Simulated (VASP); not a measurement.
# LiF (I4/mmm) in VASP: a series of runs, part 2 of 2

VASP 6.6.1.

## (3) Single point, PBEsol (strain +0.0750 x Voigt [1, 0, 0, 0, 0, 0])

Input file INCAR:

```
SYSTEM = LiF
PREC = Accurate ; ENCUT = 520
EDIFF = 1E-6 ; ISMEAR = 0
SIGMA = 0.05 ; LREAL = .False.
LASPH = .True. ; NELM = 80
ALGO = Normal ; ISIF = 2
LWAVE = .False. ; LCHARG = .False.
GGA = PS ; NBANDS = 12
```

Input file KPOINTS:

```
regular mesh
0
Gamma
  10 10 10
  0 0 0
```

Input file POSCAR:

```
LiF
1.0
    0.0000000000      2.0140000000      2.0140000000
    2.1650500000      0.0000000000      2.0140000000
    2.1650500000      2.0140000000      0.0000000000
Li F
1 1
Direct
    0.0000000000      0.0000000000      0.0000000000
    0.5000000000      0.5000000000      0.5000000000
```

Potentials or basis: VASP PAW PBE potentials, release 64 (Li_sv, F).

On the command line:

```
> cat potpaw_PBE.64/Li_sv/POTCAR potpaw_PBE.64/F/POTCAR > POTCAR
> mpirun -np 1 vasp_std > vasp.out
```

OUTCAR:

```text
SYSTEM = LiF
   PREC = Accurate
   ENCUT = 520
   EDIFF = 1E-6
   ISMEAR = 0
   LREAL = .False.
   LASPH = .True.
   NELM = 80
   ISIF = 2
   GGA = PS

 ion  position               nearest neighbor table
   1  0.000  0.000  0.000-   2 2.01   2 2.01   2 2.01   2 2.01   2 2.17   2 2.17
   2  0.500  0.500  0.500-   1 2.01   1 2.01   1 2.01   1 2.01   1 2.17   1 2.17

  LATTYP: Found a body centered tetragonal cell.
 ALAT       =     2.8482261146
 C/A-ratio  =     1.5202795796

  Lattice vectors:

 A1 = (   2.1650500000,   0.0000000000,   2.0140000000)
 A2 = (   2.1650500000,   0.0000000000,  -2.0140000000)
 A3 = (  -2.1650500000,   2.0140000000,   0.0000000000)

Analysis of symmetry for initial positions (statically):
=====================================================================
 Subroutine PRICEL returns:
 Original cell was already a primitive cell.

 Routine SETGRP: Setting up the symmetry group for a
 body centered tetragonal supercell.

 Subroutine GETGRP returns: Found 16 space group operations
 (whereof 16 operations were pure point group operations)
 out of a pool of 16 trial point group operations.

The static configuration has the point symmetry D_4h.

Analysis of symmetry for dynamics (positions and initial velocities):
=====================================================================
 Subroutine PRICEL returns:
 Original cell was already a primitive cell.

 Routine SETGRP: Setting up the symmetry group for a
 body centered tetragonal supercell.

 Subroutine GETGRP returns: Found 16 space group operations
 (whereof 16 operations were pure point group operations)
 out of a pool of 16 trial point group operations.

The dynamic configuration has the point symmetry D_4h.

 Subroutine INISYM returns: Found 16 space group operations
 (whereof 16 operations are pure point group operations),
 and found     1 'primitive' translations

----------------------------------------------------------------------------------------

                                     Primitive cell
[... 116 lines left out ...]
   GGA     = PS    functional components
   LHFCALC =     F    Hartree Fock is set to
   AEXX    =    0.0000 exact exchange contribution
   IVDW    =     0    specifies the selected vdW correction
   LEPSILON=     F    determine dielectric tensor
   LRPA    =     F    only Hartree local field effects (RPA)
 non-spin polarized calculation
 Gauss-broadening in eV      SIGMA  =   0.05
  energy-cutoff  :      520.00
  volume of cell :       17.56
 maximum number of plane-waves:       493
 NGX is ok and might be reduce to    24
   NGX = 11   NGY = 11   NGZ = 11

 number of electron      10.0000006 magnetization

 Free energy of the ion-electron system (eV)
  ---------------------------------------------------
  ext. energy  EPLUGINS =         0.00000000
  ---------------------------------------------------
  free energy    TOTEN  =        -9.82042118 eV

  energy without entropy =       -9.82042118  energy(sigma->0) =       -9.82042118

 E-fermi :  -1.0608     XC(G=0):  -9.8354

 val. band max:       -1.4524025442   @ k =   0.0000   0.0000   0.0000
 cond. band min:       6.7675045553   @ k =   0.0000   0.0000   0.0000
 fundamental gap:      8.2199070994
 Fermi energy:        -1.0608254736

 k-point     1 :       0.0000    0.0000    0.0000
  band No.  band energies     occupation
      1     -41.8895      2.00000
      2     -21.2032      2.00000
      3      -1.5795      2.00000
      4      -1.5795      2.00000
      5      -1.4524      2.00000
      6       6.7675      0.00000
      7      20.4574      0.00000
      8      21.5485      0.00000
      9      21.9407      0.00000
     10      21.9407      0.00000
     11      22.1507      0.00000
     12      22.1507      0.00000
[... 331 lines left out ...]
 k-point    24 :       0.4000    0.3000    0.0000
  band No.  band energies     occupation
      1     -41.8370      2.00000
      2     -20.7232      2.00000
      3      -3.6613      2.00000
      4      -2.4884      2.00000
      5      -2.1439      2.00000
      6      10.9453      0.00000
      7      14.3439      0.00000
      8      16.3541      0.00000
      9      17.3933      0.00000
     10      18.5563      0.00000
     11      30.7276      0.00000
     12      31.4593      0.00000

 [... further k-points ...]
[... 5 lines left out ...]
  --------------------------------------------------------------------------------------
  -------------------------------------------------------------------------------------
  Total       -0.7647724     -0.4490610     -0.4490610      0.0000000      0.0000000     -0.0000000
  in kB      -69.7631276    -40.9636856    -40.9636856      0.0000000      0.0000000     -0.0000000
  external PRESSURE =     -50.5634996 kB  Pullay stress =       0.0000000 kB

 VOLUME and BASIS-vectors are now :
 -----------------------------------------------------------------------------
  energy-cutoff  :      520.00
  volume of cell :       17.56
      direct lattice vectors                 reciprocal lattice vectors
     0.000000000  2.014000000  2.014000000    -0.230941549  0.248262165  0.248262165
     2.165050000  0.000000000  2.014000000     0.230941549 -0.248262165  0.248262165
     2.165050000  2.014000000  0.000000000     0.230941549  0.248262165 -0.248262165

 POSITION                                       TOTAL-FORCE (eV/Angst)
 -----------------------------------------------------------------------------------
      0.00000      0.00000      0.00000         0.000000      0.000000     -0.000000
      2.16505      2.01400      2.01400         0.000000      0.000000      0.000000
 -----------------------------------------------------------------------------------
    total drift:                               -0.000000     -0.000000      0.000000

  FREE ENERGIE OF THE ION-ELECTRON SYSTEM (eV)
  ---------------------------------------------------
  free  energy   TOTEN  =        -9.8204211758 eV

  energy  without entropy=       -9.8204211758  energy(sigma->0) =       -9.82042118
```

Wall time 13 s (1 thread of Intel Xeon 6975P-C, shared host); peak memory 0.14 GiB.

What came out:

```yaml
Free_energy: -9.8204 eV
Band_gap_on_the_k_mesh: 8.22 eV, direct
```

Levels at points of the mesh, in eV from the valence-band top:
```csv
k point,band 1,band 2,band 3,band 4,band 5,band 6,band 7,band 8,band 9,band 10
"(0.00, 0.00, 0.00)",-40.44,-19.75,-0.13,-0.13,0.00,8.22,21.91,23.00,23.39,23.39
"(0.50, 0.00, 0.00)",-40.39,-19.37,-2.42,-0.36,-0.22,10.15,15.64,17.58,18.76,28.34
"(0.50, 0.50, 0.00)",-40.37,-19.11,-2.83,-1.27,-0.84,14.35,15.53,16.50,18.45,19.41
"(0.00, 0.50, 0.50)",-40.39,-19.20,-2.86,-0.86,-0.86,13.13,16.36,16.43,19.89,19.89
```

Caveat: the cell differs from its parent crystal (strain +0.0750 x Voigt [1, 0, 0, 0, 0, 0]); the cutoff is under 1.25 times the usual one of these potentials, so pressure, stress and relaxed cells hold a basis-set (Pulay) error; the PAW data sets were made with another functional, which shifts forces and pressure a little. A k mesh can miss the band edges.
